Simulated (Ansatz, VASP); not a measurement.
Given: the input of a run of Ansatz 0.2.0 on HgTe.

input.yaml

```yaml
crystal:
  lattice:
    - [-3.1053358708, 3.1053358708, 1.5899944314]
    - [3.1053358708, -3.1053358708, 1.5899944314]
    - [3.1053358708, 3.1053358708, -1.5899944314]
  atoms:
    - { symbol: Hg, position: [0.75, 0.25, 0.5] }
    - { symbol: Te, position: [0.0, 0.0, 0.0] }
hamiltonian:
  xc: lda
  pseudopotentials: { kind: paw }
kpoints:
  mp_grid: { grid: [10, 10, 10] }
scf:
  occupations: { method: fermi_dirac, width: 0.05 }
output:
  forces: true
  stress: true
  eigenvalues: true
```

Potentials or basis: Ansatz PAW.

Run with:

```sh
$ ansatz run input.yaml --threads 2 --pin off --max-ram 5632MiB --backend cpu --events-out ev --progress --plain --runs-dir out
```

Q: Translate it to VASP 6.6.1. Potentials there: VASP PAW LDA potentials, release 64 (Hg, Te).

A: As run (the cutoff follows the program's own potentials):

Contents of INCAR:

```
ALGO = Normal
EDIFF = 1E-7
ENCUT = 520
ISIF = 2
ISMEAR = -1
LASPH = T
LCHARG = T
LELF = T
LREAL = F
LVHAR = T
LWAVE = F
NBANDS = 16
NELM = 60
PREC = Accurate
SIGMA = 0.05
```

File KPOINTS:

```
k-points
0
Gamma
  10 10 10
```

Contents of POSCAR:

```
HgTe
1.0
   -3.1053358708      3.1053358708      1.5899944314
    3.1053358708     -3.1053358708      1.5899944314
    3.1053358708      3.1053358708     -1.5899944314
Hg Te
1 1
Direct
    0.7500000000      0.2500000000      0.5000000000
    0.0000000000      0.0000000000      0.0000000000
```

Potentials or basis: VASP PAW LDA potentials, release 64 (Hg, Te).

The run is started by

```bash
$ cat potpaw_LDA.64/Hg/POTCAR potpaw_LDA.64/Te/POTCAR > POTCAR
$ mpirun -np 1 vasp_std > vasp.out
```

Both were run:

|  | VASP | Ansatz | Ansatz less VASP |
| --- | --- | --- | --- |
| gap on the k mesh at the Fermi level (eV) | none | none | - |
| pressure (GPa) | -6.3 | -6.5 | -0.12 |
| traceless stress, the component that is largest in VASP (GPa) | 2.02 | 1.98 | -0.041 |

LDA's correlation is that of Perdew and Zunger in VASP and of Perdew and Wang (1992) in Ansatz. A gap of «none» marks a metal or a gap that the smearing closes. VASP's potentials hold 18 valence electrons a cell and Ansatz's 36, so a difference there can come from the potentials and not from the codes.

Spin-orbit coupling is off throughout.
